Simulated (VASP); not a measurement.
# Pr4Hg: relaxation of cell and atoms with PBE

The system is Pr4Hg.

```xyz
10
Lattice="0.0000 5.2322 5.2322 5.2322 0.0000 5.2322 5.2322 5.2322 0.0000" Properties=species:S:1:pos:R:3 pbc="T T T"
Pr    3.7773    3.7773    3.7773
Pr    6.6870    6.6870    3.7773
Pr    6.6870    3.7773    6.6870
Pr    3.7773    6.6870    6.6870
Pr    6.3934    6.3934    9.3031
Pr    9.3031    9.3031    9.3031
Pr    6.3934    9.3031    6.3934
Pr    9.3031    6.3934    6.3934
Hg    5.2322    5.2322    5.2322
Hg    7.8483    7.8483    7.8483
```

The cell was generated, and may not be a known phase.

```json
{
 "Program": "VASP 6.6.1",
 "Task": "relaxation of cell and atoms",
 "Functional": "PBE",
 "Potentials or basis": "VASP PAW PBE potentials, release 64 (Pr_3, Hg), 4f in core",
 "Cutoff": "500 eV",
 "k mesh": "3 × 3 × 3",
 "Occupations": "gaussian, width 0.2 eV",
 "Spin": "no spin polarisation",
 "Dipole correction": "no",
 "Further INCAR settings": "ALGO = Normal; EDIFF = 1e-07; IBRION = 2; EDIFFG = -0.08; NSW = 36; ISIF = 3"
}
```

| Quantity | Value |
| --- | --- |
| Relaxed volume | 40.21 Å³/atom |
| Relaxed cell | a = 8.285 Å, b = 8.285 Å, c = 8.285 Å, α = 60.00°, β = 60.00°, γ = 60.00° |
| Space group after relaxing (to 0.1 Å) | Fd-3m (No. 227) |
| Energy gained by relaxing | 742.7 meV/atom |
| Ionic steps | 7 |
| Pressure after relaxing | 0.0 GPa |
| Largest force after relaxing | 0.021 eV/Å |
| Band gap on the k mesh | zero (bands 56 and 57 overlap by 0.25 eV) |

Forces in eV/Å, atoms in the order of the input:
```
Pr   0.012  0.012  0.012
Pr  -0.012 -0.012  0.012
Pr  -0.012  0.012 -0.012
Pr   0.012 -0.012 -0.012
Pr   0.012  0.012 -0.012
Pr  -0.012 -0.012 -0.012
Pr   0.012 -0.012  0.012
Pr  -0.012  0.012  0.012
Hg   0.000  0.000  0.000
Hg   0.000  0.000  0.000
```

The path:
```csv
step,energy change (eV),largest force (eV/Å),pressure (GPa),volume (Å³)
1,0.0000,4.3458,24.08,286.47
2,-5.3096,0.8241,-3.66,504.65
3,-7.3408,0.4633,0.54,393.75
4,-7.3388,0.4917,0.35,396.13
5,-7.4022,0.2653,-0.14,403.26
6,-7.4136,0.1363,-0.42,407.67
7,-7.4269,0.0213,-0.01,402.14
```

Final structure:
```
Pr Hg
1.0
     0.00000    5.85846    5.85846
     5.85846    0.00000    5.85846
     5.85846    5.85846    0.00000
Pr Hg
8 2
Direct
  0.35571 0.35571 0.35571
  0.35571 0.35571 0.93287
  0.35571 0.93287 0.35571
  0.93287 0.35571 0.35571
  0.89429 0.89429 0.31713
  0.89429 0.89429 0.89429
  0.89429 0.31713 0.89429
  0.31713 0.89429 0.89429
  0.50000 0.50000 0.50000
  0.75000 0.75000 0.75000
```

Levels at points of the mesh, in eV from the Fermi level:
```tsv
k point	band 52	band 53	band 54	band 55	band 56	band 57	band 58	band 59
(0.00, 0.00, 0.00)	-0.48	-0.48	0.10	0.10	0.10	0.20	0.46	0.46
```

Run time: 8 min on 1 thread of AMD EPYC 9R45 96-Core Processor (Zen 5), on a shared host, peak memory 0.42 GiB.

Caveat: the volume moved by over 15 % at a fixed basis, so the end points are rough; spin-orbit coupling is left out, which moves the levels of the heavy elements; the 4f electrons are frozen in the core, so they carry no moment and show no levels. Spin polarisation is off, so any magnetic state and its effect on volume and gap are missing.
